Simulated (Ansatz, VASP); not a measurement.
SiO2: VASP beside Ansatz

The input POSCAR:

```
SiO2
1.0
    4.9791700487      0.0000000000      0.0000000000
    0.0000000000      4.9791700487      0.0000000000
    0.0000000000      0.0000000000      6.9148784489
Si O
4 8
Direct
    0.3024588131      0.3024588131      0.0000000000
    0.1975411869      0.8024588131      0.2500000000
    0.6975411869      0.6975411869      0.5000000000
    0.8024588131      0.1975411869      0.7500000000
    0.2381684589      0.1092706349      0.1814546508
    0.3907293651      0.7381684589      0.4314546508
    0.7618315411      0.8907293651      0.6814546508
    0.6092706349      0.2618315411      0.9314546508
    0.7381684589      0.3907293651      0.5685453492
    0.8907293651      0.7618315411      0.3185453492
    0.2618315411      0.6092706349      0.0685453492
    0.1092706349      0.2381684589      0.8185453492
```

Contents of INCAR.step1:

```
PREC = Accurate ; ENCUT = 520
ISMEAR = 0 ; SIGMA = 0.01
LREAL = False ; LASPH = True
NELM = 60 ; NBANDS = 44
GGA = PE ; ALGO = Normal
EDIFF = 1E-4 ; LWAVE = True
LCHARG = False
```

File INCAR.step2:

```
PREC = Accurate ; ENCUT = 520
EDIFF = 1E-6 ; ISMEAR = 0
SIGMA = 0.01 ; LREAL = False
LASPH = True ; NELM = 60
ALGO = Normal ; ISIF = 2
LWAVE = False ; LCHARG = False
METAGGA = R2SCAN ; LMIXTAU = True
NBANDS = 44 ; ISTART = 1
```

KPOINTS

```
Automatic mesh
0
Gamma
  4 4 4
```

Input for Ansatz:

```yaml
crystal:
  lattice:
    - [4.9791700487, 0.0, 0.0]
    - [0.0, 4.9791700487, 0.0]
    - [0.0, 0.0, 6.9148784489]
  atoms:
    - { symbol: Si, position: [0.3024588131, 0.3024588131, 0.0] }
    - { symbol: Si, position: [0.1975411869, 0.8024588131, 0.25] }
    - { symbol: Si, position: [0.6975411869, 0.6975411869, 0.5] }
    - { symbol: Si, position: [0.8024588131, 0.1975411869, 0.75] }
    - { symbol: O, position: [0.2381684589, 0.1092706349, 0.1814546508] }
    - { symbol: O, position: [0.3907293651, 0.7381684589, 0.4314546508] }
    - { symbol: O, position: [0.7618315411, 0.8907293651, 0.6814546508] }
    - { symbol: O, position: [0.6092706349, 0.2618315411, 0.9314546508] }
    - { symbol: O, position: [0.7381684589, 0.3907293651, 0.5685453492] }
    - { symbol: O, position: [0.8907293651, 0.7618315411, 0.3185453492] }
    - { symbol: O, position: [0.2618315411, 0.6092706349, 0.0685453492] }
    - { symbol: O, position: [0.1092706349, 0.2381684589, 0.8185453492] }
kpoints:
  mp_grid: { grid: [4, 4, 4] }
hamiltonian:
  xc: r2scan
scf:
  occupations: { method: fixed }
  n_extra_bands: 7
output:
  forces: true
  stress: true
  eigenvalues: true
```

Alike in both runs: task single point; functional r2SCAN; k mesh 4 × 4 × 4; no spin polarisation.

|  | VASP | Ansatz |
| --- | --- | --- |
| version | VASP 6.6.1 | Ansatz 0.2.0 |
| potentials or method | VASP PAW PBE potentials, release 64 (Si, O) | plane waves, PAW |
| plane-wave cutoff (eV) | 520 | 500 |
| occupations | gaussian, width 0.01 eV | fixed |
| valence electrons in the cell | 64 | 64 |

|  | VASP | Ansatz | Ansatz less VASP |
| --- | --- | --- | --- |
| gap on the k mesh at the Fermi level (eV) | 6.35 | 6.35 | -0.001 |
| pressure (GPa) | 0.2 | 0.0 | -0.20 |
| rms of the force components (eV/Å) | 0.009 | 0.001 | -0.0081 |

VASP's potentials were made for PBE, not for r2SCAN. Atom by atom the forces differ by 0.009 eV/Å (rms over components).
